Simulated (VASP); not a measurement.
# Ca (Fm-3m) in VASP: a series of runs

Runs on Ca. Level: LDA. Tasks: single point, relaxation of cell and atoms.

Program: VASP 6.6.1. These are calculated values, not measurements. Logs are shortened: lines on timing, memory, paths and dates and some standing lists are left out, and cuts for length are marked.

**1. The cell of the first run**

Symmetry: Fm-3m, No. 225, cubic system. The conventional cell has a = 5.601 Å, b = 5.601 Å, c = 5.601 Å, α = 90.00°, β = 90.00°, γ = 90.00°. Within 5.2 Å of Ca (site symmetry m-3m) lie 12 Ca at 3.96 Å.

**2. Single point, LDA**

Contents of INCAR:

```
  ALGO = Fast
  EDIFF = 1E-6
  ENCUT = 520
  ISIF = 2
  ISMEAR = 0
  LASPH = True
  LCHARG = False
  LREAL = False
  LWAVE = False
  NBANDS = 11
  NELM = 80
  PREC = Accurate
  SIGMA = 0.1
```

Contents of KPOINTS:

```
k-points
0
Gamma
  6 6 6
```

Contents of POSCAR:

```
Ca
1.0
    0.0000000000      2.8005000000      2.8005000000
    2.8005000000      0.0000000000      2.8005000000
    2.8005000000      2.8005000000      0.0000000000
Ca
1
Direct
    0.0000000000      0.0000000000      0.0000000000
```

Potentials or basis: VASP PAW LDA potentials, release 64 (Ca_sv).

Command:

```bash
$ cat potpaw_LDA.64/Ca_sv/POTCAR > POTCAR
$ mpirun -np 1 vasp_std > vasp.out
```

OUTCAR:

```text
EDIFF = 1E-6
   ENCUT = 520
   ISIF = 2
   ISMEAR = 0
   LASPH = True
   LREAL = False
   NELM = 80
   PREC = Accurate

 ion  position               nearest neighbor table
   1  0.000  0.000  0.000-

  LATTYP: Found a face centered cubic cell.
 ALAT       =     5.6010000000

  Lattice vectors:

 A1 = (   0.0000000000,   2.8005000000,   2.8005000000)
 A2 = (   2.8005000000,   0.0000000000,   2.8005000000)
 A3 = (   2.8005000000,   2.8005000000,   0.0000000000)

Analysis of symmetry for initial positions (statically):
=====================================================================
 Subroutine PRICEL returns:
 Original cell was already a primitive cell.

 Routine SETGRP: Setting up the symmetry group for a
 face centered cubic supercell.

 Subroutine GETGRP returns: Found 48 space group operations
 (whereof 48 operations were pure point group operations)
 out of a pool of 48 trial point group operations.

The static configuration has the point symmetry O_h .

Analysis of symmetry for dynamics (positions and initial velocities):
=====================================================================
 Subroutine PRICEL returns:
 Original cell was already a primitive cell.

 Routine SETGRP: Setting up the symmetry group for a
 face centered cubic supercell.

 Subroutine GETGRP returns: Found 48 space group operations
 (whereof 48 operations were pure point group operations)
 out of a pool of 48 trial point group operations.

The dynamic configuration has the point symmetry O_h .

 Subroutine INISYM returns: Found 48 space group operations
 (whereof 48 operations are pure point group operations),
 and found     1 'primitive' translations

----------------------------------------------------------------------------------------

                                     Primitive cell

  volume of cell :      43.9275

  direct lattice vectors                    reciprocal lattice vectors
     0.000000000  2.800500000  2.800500000    -0.178539547  0.178539547  0.178539547
     2.800500000  0.000000000  2.800500000     0.178539547 -0.178539547  0.178539547
     2.800500000  2.800500000  0.000000000     0.178539547  0.178539547 -0.178539547

  length of vectors
     3.960505081  3.960505081  3.960505081     0.309239566  0.309239566  0.309239566

  position of ions in fractional coordinates (direct lattice)
     0.000000000  0.000000000  0.000000000

  ion indices of the primitive-cell ions
   primitive index   ion index
                 1           1

----------------------------------------------------------------------------------------

 KPOINTS: k-points

Automatic generation of k-mesh.
 Grid dimensions read from file:
 generate k-points for:    6    6    6

 Generating k-lattice:

  Cartesian coordinates                     Fractional coordinates (reciprocal lattice)
    -0.029756591  0.029756591  0.029756591     0.166666667  0.000000000  0.000000000
     0.029756591 -0.029756591  0.029756591     0.000000000  0.166666667  0.000000000
     0.029756591  0.029756591 -0.029756591     0.000000000  0.000000000  0.166666667

  Length of vectors
     0.051539928  0.051539928  0.051539928

  Shift w.r.t. Gamma in fractional coordinates (k-lattice)
     0.000000000  0.000000000  0.000000000

 Subroutine IBZKPT returns following result:
 ===========================================

 Found     16 irreducible k-points:

 Following reciprocal coordinates:
            Coordinates               Weight
  0.000000  0.000000  0.000000      1.000000
  0.166667  0.000000  0.000000      8.000000
  0.333333  0.000000  0.000000      8.000000
  0.500000  0.000000  0.000000      4.000000
  0.166667  0.166667  0.000000      6.000000
  0.333333  0.166667  0.000000     24.000000
[... 8 lines left out ...]
 -0.333333  0.333333  0.166667     24.000000
 -0.333333  0.500000  0.166667     12.000000
   k-points           NKPTS =     16   k-points in BZ     NKDIM =     16   number of bands    NBANDS=     11
   number of dos      NEDOS =    301   number of ions     NIONS =      1
   total plane-waves  NPLWV =  27000
   dimension x,y,z NGX =    30 NGY =   30 NGZ =   30
   dimension x,y,z NGXF=    60 NGYF=   60 NGZF=   60
   ions per type =               1
   NGX,Y,Z   is equivalent  to a cutoff of  12.59, 12.59, 12.59 a.u.
   NGXF,Y,Z  is equivalent  to a cutoff of  25.19, 25.19, 25.19 a.u.
 SYSTEM =  unknown system
   PREC   = accura    normal or accurate (medium, high low for compatibility)
   ISTART =      0    job   : 0-new  1-cont  2-samecut
   ICHARG =      2    charge: 1-file 2-atom 10-const
   ISPIN  =      1    spin polarized calculation?
   LNONCOLLINEAR =      F non collinear calculations
   LSORBIT =      F    spin-orbit coupling
   LASPH  =      T    aspherical Exc in radial PAW
   ENCUT  =  520.0 eV  38.22 Ry    6.18 a.u.   7.36  7.36  7.36*2*pi/ulx,y,z
   NELM   =     80;   NELMIN=  2; NELMDL= -5     # of ELM steps
   EDIFF  = 0.1E-05   stopping-criterion for ELM
   LREAL  =      F    real-space projection
   EDIFFG = 0.1E-04   stopping-criterion for IOM
   NSW    =      0    number of steps for IOM
   IBRION =     -1    ionic relax: 0-MD 1-quasi-New 2-CG
   NFREE  =      0    steps in history (QN), initial steepest desc. (CG)
   ISIF   =      2    stress and relaxation
   ISYM   =      2    0-nonsym 1-usesym 2-fastsym
   POTIM  = 0.5000    time-step for ionic-motion
   TEBEG  =    0.0;   TEEND  =   0.0 temperature during run
   PSTRESS=    0.0 pullay stress
   NELECT =      10.0000    total number of electrons
   NUPDOWN=      -1.0000    fix difference up-down
   EMIN   =  10.00;   EMAX   =-10.00  energy-range for DOS
   EFERMI =   0.00;   METHOD = LEGACY
   ISMEAR =     0;   SIGMA  =   0.10  broadening in eV -4-tet -1-fermi 0-gaus
   EFERMI_NEDOS =   21; number of points for ismear=-14 and -15
   IALGO  =     68    algorithm
   IMIX   =      4    mixing-type and parameters
     AMIX     =   0.40;   BMIX     =  1.00
     AMIX_MAG =   1.60;   BMIX_MAG =  1.00
  volume/ion in A,a.u.               =      43.93       296.44
  Fermi-wavevector in a.u.,A,eV,Ry     =   0.999607  1.888983 13.595132  0.999214
  Thomas-Fermi vector in A             =   2.131908
   LORBIT       =      0    0 simple, 1 ext, 2 COOP (PROOUT), +10 PAW based schemes
   GGA     = CA    functional components
   LHFCALC =     F    Hartree Fock is set to
   AEXX    =    0.0000 exact exchange contribution
   IVDW    =     0    specifies the selected vdW correction
   LEPSILON=     F    determine dielectric tensor
   LRPA    =     F    only Hartree local field effects (RPA)
 non-spin polarized calculation
 RMM-DIIS sequential band-by-band and
 Gauss-broadening in eV      SIGMA  =   0.10
  energy-cutoff  :      520.00
  volume of cell :       43.93
 maximum number of plane-waves:      1243
 NGX is ok and might be reduce to    30
   NGX = 15   NGY = 15   NGZ = 15

 number of electron      10.0000000 magnetization

 number of electron       9.9999998 magnetization

 Free energy of the ion-electron system (eV)
  ---------------------------------------------------
  ext. energy  EPLUGINS =         0.00000000
  ---------------------------------------------------
  free energy    TOTEN  =        -2.14052001 eV

  energy without entropy =       -2.12409915  energy(sigma->0) =       -2.13230958

 E-fermi :   1.6639     XC(G=0):  -7.8339

 val. band max:        1.6545649716   @ k =  -0.3333   0.3333   0.1667
 cond. band min:       1.6872158192   @ k =  -0.3333   0.3333   0.1667
 fundamental gap:      0.0326508476
 Fermi energy:         1.6638993808

 k-point     1 :       0.0000    0.0000    0.0000
  band No.  band energies     occupation
      1     -40.0140      2.00000
      2     -21.2291      2.00000
      3     -21.2291      2.00000
      4     -21.2291      2.00000
      5      -2.3174      2.00000
      6       3.7939      0.00000
      7       3.7939      0.00000
      8       3.7939      0.00000
      9       4.8082      0.00000
     10       4.8082      0.00000
     11      10.6675      0.00000

 k-point     2 :       0.1667    0.0000    0.0000
  band No.  band energies     occupation
      1     -40.0110      2.00000
      2     -21.2605      2.00000
      3     -21.2334      2.00000
      4     -21.2334      2.00000
      5      -1.8635      2.00000
      6       3.3717      0.00000
      7       3.9221      0.00000
      8       3.9221      0.00000
      9       4.7276      0.00000
     10       4.7276      0.00000
     11      10.0539      0.00000

 k-point     3 :       0.3333    0.0000    0.0000
  band No.  band energies     occupation
      1     -40.0049      2.00000
      2     -21.3227      2.00000
      3     -21.2421      2.00000
      4     -21.2421      2.00000
      5      -0.6349      2.00000
      6       2.4637      0.00000
      7       3.8302      0.00000
      8       3.8302      0.00000
      9       5.0834      0.00000
     10       5.0834      0.00000
     11       7.5634      0.00000

 k-point     4 :       0.5000    0.0000    0.0000
  band No.  band energies     occupation
      1     -40.0019      2.00000
      2     -21.3534      2.00000
      3     -21.2464      2.00000
      4     -21.2464      2.00000
      5       0.6125      2.00000
      6       1.5028      1.97726
      7       3.6954      0.00000
      8       3.6954      0.00000
      9       5.4629      0.00000
     10       5.4629      0.00000
     11       6.4740      0.00000

 k-point     5 :       0.1667    0.1667    0.0000
  band No.  band energies     occupation
      1     -40.0100      2.00000
      2     -21.2594      2.00000
      3     -21.2405      2.00000
      4     -21.2405      2.00000
      5      -1.7143      2.00000
      6       3.2785      0.00000
      7       4.0402      0.00000
      8       4.0402      0.00000
      9       4.2608      0.00000
     10       4.9593      0.00000
     11      11.2143      0.00000
[... 99 lines left out ...]
 k-point    13 :       0.5000    0.5000    0.0000
  band No.  band energies     occupation
      1     -39.9980      2.00000
      2     -21.3464      2.00000
      3     -21.2749      2.00000
      4     -21.2749      2.00000
      5       1.1814      2.00000
      6       2.1505      0.00000
      7       2.5652      0.00000
      8       5.4575      0.00000
      9       5.6353      0.00000
     10       5.6353      0.00000
     11       7.1968      0.00000

 k-point    14 :       0.5000    0.3333    0.1667
  band No.  band energies     occupation
      1     -40.0009      2.00000
      2     -21.3217      2.00000
      3     -21.2798      2.00000
      4     -21.2572      2.00000
      5       0.3520      2.00000
      6       2.4311      0.00000
      7       2.9003      0.00000
      8       4.4000      0.00000
      9       4.9007      0.00000
     10       5.7035      0.00000
     11       7.4962      0.00000

 k-point    15 :      -0.3333    0.3333    0.1667
  band No.  band energies     occupation
      1     -39.9989      2.00000
      2     -21.3257      2.00000
      3     -21.2948      2.00000
      4     -21.2643      2.00000
      5       1.6546      1.10502
      6       1.6872      0.74159
      7       2.6993      0.00000
      8       4.2145      0.00000
      9       5.2859      0.00000
     10       6.1530      0.00000
     11       6.1662      0.00000

 k-point    16 :      -0.3333    0.5000    0.1667
  band No.  band energies     occupation
      1     -39.9979      2.00000
      2     -21.3286      2.00000
      3     -21.2928      2.00000
      4     -21.2756      2.00000
      5       1.6209      1.45652
      6       2.2000      0.00000
      7       2.3965      0.00000
      8       4.3991      0.00000
      9       5.6367      0.00000
     10       6.1295      0.00000
     11       6.5346      0.00000

------------------------ aborting loop because EDIFF is reached ----------------------------------------

  FORCE on cell =-STRESS in cart. coord.  units (eV):
  Direction    XX          YY          ZZ          XY          YZ          ZX
  --------------------------------------------------------------------------------------
  -------------------------------------------------------------------------------------
  Total       -0.6127470     -0.6127470     -0.6127470     -0.0000000      0.0000000     -0.0000000
  in kB      -22.3488422    -22.3488422    -22.3488422     -0.0000000      0.0000000     -0.0000000
  external PRESSURE =     -22.3488422 kB  Pullay stress =       0.0000000 kB

 VOLUME and BASIS-vectors are now :
 -----------------------------------------------------------------------------
  energy-cutoff  :      520.00
  volume of cell :       43.93
      direct lattice vectors                 reciprocal lattice vectors
     0.000000000  2.800500000  2.800500000    -0.178539547  0.178539547  0.178539547
     2.800500000  0.000000000  2.800500000     0.178539547 -0.178539547  0.178539547
     2.800500000  2.800500000  0.000000000     0.178539547  0.178539547 -0.178539547

 POSITION                                       TOTAL-FORCE (eV/Angst)
 -----------------------------------------------------------------------------------
      0.00000      0.00000      0.00000        -0.000000     -0.000000     -0.000000
 -----------------------------------------------------------------------------------
    total drift:                               -0.000000     -0.000000      0.000000

  FREE ENERGIE OF THE ION-ELECTRON SYSTEM (eV)
  ---------------------------------------------------
  free  energy   TOTEN  =        -2.1405200138 eV

  energy  without entropy=       -2.1240991497  energy(sigma->0) =       -2.13230958
```

Run time: 3.9 s. Hardware: 1 thread of Intel Xeon 6975P-C (Granite Rapids), shared host; peak memory 0.14 GiB.

Results:

| Quantity | Value |
| --- | --- |
| Free energy | -2.1405 eV |
| Pressure | -2.2 GPa |
| Band gap on the k mesh | zero (bands 5 and 6 overlap by 0.15 eV) |

Levels at points of the mesh, in eV from the Fermi level:
```tsv
k point	band 2	band 3	band 4	band 5	band 6	band 7	band 8	band 9
(0.00, 0.00, 0.00)	-22.89	-22.89	-22.89	-3.98	2.13	2.13	2.13	3.14
(0.50, 0.00, 0.00)	-23.02	-22.91	-22.91	-1.05	-0.16	2.03	2.03	3.80
(0.50, 0.50, 0.00)	-23.01	-22.94	-22.94	-0.48	0.49	0.90	3.79	3.97
```

**3. Single point, LDA**

This run uses another cell than the first one, of 38.02 Å³/atom.

Contents of INCAR:

```
SYSTEM = Ca
PREC     = Accurate       ! precision mode
ENCUT    = 520            ! plane-wave cutoff, eV
EDIFF    = 1E-6           ! SCF threshold, eV
ISMEAR   = 0              ! smearing method
SIGMA    = 0.1            ! smearing width, eV
LREAL    = .FALSE.        ! projectors in reciprocal space
LASPH    = .TRUE.         ! aspherical terms in the spheres
NELM     = 100            ! most SCF steps
ALGO     = Fast           ! electronic algorithm
ISIF     = 2              ! what is computed and relaxed
LWAVE    = .FALSE.        ! write WAVECAR
LCHARG   = .FALSE.        ! write CHGCAR
GGA      = CA             ! functional
NBANDS   = 11             ! bands
```

Contents of KPOINTS:

```
regular mesh
0
G
  14 14 14
  0 0 0
```

Contents of POSCAR:

```
Ca
1.0
    0.0000000000      2.6688037178      2.6688037178
    2.6688037178      0.0000000000      2.6688037178
    2.6688037178      2.6688037178      0.0000000000
Ca
1
Direct
    0.0000000000      0.0000000000      0.0000000000
```

Potentials or basis: VASP PAW LDA potentials, release 64 (Ca_sv).

Command:

```bash
$ cat potpaw_LDA.64/Ca_sv/POTCAR > POTCAR
$ mpirun -np 1 vasp_std > vasp.out
```

OUTCAR:

```text
SYSTEM = Ca
   PREC = Accurate
   ENCUT = 520
   EDIFF = 1E-6
   ISMEAR = 0
   LREAL = .FALSE.
   LASPH = .TRUE.
   NELM = 100
   ISIF = 2
   GGA = CA

 ion  position               nearest neighbor table
   1  0.000  0.000  0.000-

  LATTYP: Found a face centered cubic cell.
 ALAT       =     5.3376074356

  Lattice vectors:

 A1 = (   0.0000000000,   2.6688037178,   2.6688037178)
 A2 = (   2.6688037178,   0.0000000000,   2.6688037178)
 A3 = (   2.6688037178,   2.6688037178,   0.0000000000)

Analysis of symmetry for initial positions (statically):
=====================================================================
 Subroutine PRICEL returns:
 Original cell was already a primitive cell.

 Routine SETGRP: Setting up the symmetry group for a
 face centered cubic supercell.

 Subroutine GETGRP returns: Found 48 space group operations
 (whereof 48 operations were pure point group operations)
 out of a pool of 48 trial point group operations.

The static configuration has the point symmetry O_h .

Analysis of symmetry for dynamics (positions and initial velocities):
[... 168 lines left out ...]
      2     -20.3084      2.00000
      3     -20.3084      2.00000
      4     -20.3084      2.00000
      5      -1.9926      2.00000
      6       4.5571      0.00000
      7       4.5571      0.00000
      8       4.5571      0.00000
      9       5.7641      0.00000
     10       5.7641      0.00000
     11      11.8729      0.00000
[... 309 lines left out ...]
 k-point    24 :       0.2857    0.1429    0.0000
  band No.  band energies     occupation
      1     -39.1041      2.00000
      2     -20.4137      2.00000
      3     -20.3371      2.00000
      4     -20.3349      2.00000
      5      -0.6728      2.00000
      6       3.5337      0.00000
      7       4.5378      0.00000
      8       4.9219      0.00000
      9       5.4084      0.00000
     10       6.1060      0.00000
     11      10.6411      0.00000

 [... further k-points ...]

------------------------ aborting loop because EDIFF is reached ----------------------------------------

  FORCE on cell =-STRESS in cart. coord.  units (eV):
  Direction    XX          YY          ZZ          XY          YZ          ZX
  --------------------------------------------------------------------------------------
  -------------------------------------------------------------------------------------
  Total       -0.0029910     -0.0029910     -0.0029910     -0.0000000      0.0000000      0.0000000
  in kB       -0.1260500     -0.1260500     -0.1260500     -0.0000000      0.0000000      0.0000000
  external PRESSURE =      -0.1260500 kB  Pullay stress =       0.0000000 kB

 VOLUME and BASIS-vectors are now :
 -----------------------------------------------------------------------------
  energy-cutoff  :      520.00
  volume of cell :       38.02
      direct lattice vectors                 reciprocal lattice vectors
     0.000000000  2.668803718  2.668803718    -0.187349859  0.187349859  0.187349859
     2.668803718  0.000000000  2.668803718     0.187349859 -0.187349859  0.187349859
     2.668803718  2.668803718  0.000000000     0.187349859  0.187349859 -0.187349859

 POSITION                                       TOTAL-FORCE (eV/Angst)
 -----------------------------------------------------------------------------------
      0.00000      0.00000      0.00000         0.000000     -0.000000      0.000000
 -----------------------------------------------------------------------------------
    total drift:                               -0.000000     -0.000000     -0.000000

  FREE ENERGIE OF THE ION-ELECTRON SYSTEM (eV)
  ---------------------------------------------------
  free  energy   TOTEN  =        -2.2091279426 eV

  energy  without entropy=       -2.2022520489  energy(sigma->0) =       -2.20569000
```

It took 18 s on 1 thread of Intel Xeon 6975P-C (Granite Rapids), shared host; peak memory 0.16 GiB.

Results:

| Item | Value |
| --- | --- |
| Free energy | -2.2091 eV |
| Pressure | 0.0 GPa |
| Band gap on the k mesh | zero (bands 5 and 6 overlap by 0.10 eV) |

**4. Single point, LDA**

This run uses another cell than the first one, of 38.02 Å³/atom.

Contents of INCAR:

```
PREC = Accurate
ENCUT = 520
EDIFF = 1E-7
ISMEAR = 0
SIGMA = 0.1
LREAL = F
LASPH = T
NELM = 60
ALGO = Normal
ISIF = 2
LWAVE = F
LCHARG = F
NBANDS = 11
```

Contents of KPOINTS:

```
Automatic mesh
0
Gamma
  14 14 14
```

POSCAR is that of step 3.

Command:

```bash
$ cat potpaw_LDA.64/Ca_sv/POTCAR > POTCAR
$ mpirun -np 1 vasp_std > vasp.out
```

Run time: 15 s. Hardware: 1 thread of Intel Xeon 6975P-C (Granite Rapids), shared host; peak memory 0.16 GiB.

It converged, with:

```
Free energy            : -2.2091 eV
Pressure               : 0.0 GPa
Band gap on the k mesh : zero (bands 5 and 6 overlap by 0.10 eV)
```

Levels at points of the mesh, in eV from the Fermi level:
| k point | band 1 | band 2 | band 3 | band 4 | band 5 | band 6 | band 7 | band 8 | band 9 | band 10 |
| --- | --- | --- | --- | --- | --- | --- | --- | --- | --- | --- |
| (0.00, 0.00, 0.00) | -41.34 | -22.53 | -22.53 | -22.53 | -4.21 | 2.34 | 2.34 | 2.34 | 3.54 | 3.54 |
| (0.50, 0.00, 0.00) | -41.31 | -22.74 | -22.56 | -22.56 | -1.09 | -0.01 | 2.22 | 2.22 | 4.33 | 4.33 |
| (0.50, 0.50, 0.00) | -41.31 | -22.73 | -22.60 | -22.60 | -0.61 | 0.42 | 1.20 | 4.32 | 4.53 | 4.53 |

(Part 1 of 2 ends here.)

The gap in the log of VASP goes by the Fermi energy; the results here count the filled bands.